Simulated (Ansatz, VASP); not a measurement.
# BP in VASP and in Ansatz

File INCAR:

```
SYSTEM = BP
PREC = Accurate
ENCUT = 520
EDIFF = 1E-8
ISMEAR = -1
SIGMA = 0.05
LREAL = .False.
LASPH = .True.
NELM = 100
ALGO = Normal
ISIF = 2
LWAVE = .False.
LCHARG = .False.
GGA = PE
LEFG = .True.
NBANDS = 11
```

File KPOINTS:

```
Automatic mesh
0
Gamma
  15 15 15
  0 0 0
```

File POSCAR:

```
BP
1.0
    0.0000000000      2.2537713532      2.2537713532
    2.2537713532      0.0000000000      2.2537713532
    2.2537713532      2.2537713532      0.0000000000
B P
1 1
Direct
    0.0000000000      0.0000000000      0.0000000000
    0.7500000000      0.7500000000      0.7500000000
```

Input for Ansatz:

```yaml
crystal:
  lattice:
    - [0.0, 2.2537713532, 2.2537713532]
    - [2.2537713532, 0.0, 2.2537713532]
    - [2.2537713532, 2.2537713532, 0.0]
  atoms:
    - { symbol: B, position: [0.0, 0.0, 0.0] }
    - { symbol: P, position: [0.75, 0.75, 0.75] }
kpoints:
  mp_grid: { grid: [15, 15, 15] }
scf:
  occupations: { method: fermi_dirac, width: 0.05 }
hamiltonian:
  xc: pbe
  pseudopotentials: { kind: all_electron, datasets: crystal }
output:
  forces: true
  stress: true
  eigenvalues: true
  efg: { contact_densities: true }
```

Change from the starting cell: volume scaled by 0.98, crystal datasets.

Alike in both runs: task electric field gradients; functional PBE; k mesh 15 × 15 × 15; occupations fermi-dirac, width 0.05 eV; no spin polarisation.

```csv
,VASP,Ansatz
version,VASP 6.6.1,Ansatz 0.2.0
potentials or method,"VASP PAW PBE potentials, release 64 (B, P), cutoff 520 eV","all-electron PAW with datasets made for the crystal, scalar-relativistic"
```

|  | VASP | Ansatz | Ansatz less VASP |
| --- | --- | --- | --- |
| pressure (GPa) | 4.4 | 4.6 | +0.20 |

Ansatz ran all-electron here, and VASP with PAW potentials.
